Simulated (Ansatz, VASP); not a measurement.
## Bi: VASP beside Ansatz

INCAR

```
PREC     = Accurate       # precision mode
ENCUT    = 520            # plane-wave cutoff, eV
EDIFF    = 1E-7           # SCF threshold, eV
ISMEAR   = 0              # smearing method
SIGMA    = 0.15           # smearing width, eV
LREAL    = F              # projectors in reciprocal space
LASPH    = T              # aspherical terms in the spheres
NELM     = 100            # most SCF steps
ALGO     = Fast           # electronic algorithm
ISIF     = 2              # what is computed and relaxed
LWAVE    = F              # write WAVECAR
LCHARG   = F              # write CHGCAR
GGA      = PS             # functional
IVDW     = 12             # dispersion correction
NBANDS   = 14             # bands
```

The input KPOINTS:

```
regular mesh
0
Gamma
  18 18 18
```

File POSCAR:

```
Bi
1.0
   -1.9457394871      1.9457394871      1.8056462440
    1.9457394871     -1.9457394871      1.8056462440
    1.9457394871      1.9457394871     -1.8056462440
Bi
1
Direct
    0.0000000000      0.0000000000      0.0000000000
```

Input for Ansatz:

```yaml
crystal:
  lattice:
    - [-1.9457394871, 1.9457394871, 1.805646244]
    - [1.9457394871, -1.9457394871, 1.805646244]
    - [1.9457394871, 1.9457394871, -1.805646244]
  atoms:
    - { symbol: Bi, position: [0.0, 0.0, 0.0] }
basis:
  ecutwfc: 420
kpoints:
  mp_grid: { grid: [18, 18, 18] }
hamiltonian:
  xc: pbesol
  pseudopotentials: { kind: paw }
  dispersion: d3bj
scf:
  occupations: { method: gaussian, width: 0.15 }
output:
  forces: true
  stress: true
  eigenvalues: true
```

Alike in both runs: task single point; functional PBEsol; dispersion D3(BJ); k mesh 18 × 18 × 18; occupations gaussian, width 0.15 eV; no spin polarisation.

|  | VASP | Ansatz |
| --- | --- | --- |
| version | VASP 6.6.1 | Ansatz 0.2.0 |
| potentials or method | VASP PAW PBE potentials, release 64 (Bi_d), cutoff 520 eV | scalar-relativistic, plane waves, PAW |
| valence electrons in the cell | 15 | 15 |

```tsv
	VASP	Ansatz	Ansatz less VASP
gap on the k mesh at the Fermi level (eV)	none	none	-
pressure (GPa)	3.3	3.4	+0.06
traceless stress, the component that is largest in VASP (GPa)	0.94	0.94	+0.003
```

VASP's potentials were made for PBE, not for PBEsol. A gap of «none» marks a metal or a gap that the smearing closes.

Spin-orbit coupling is off throughout.
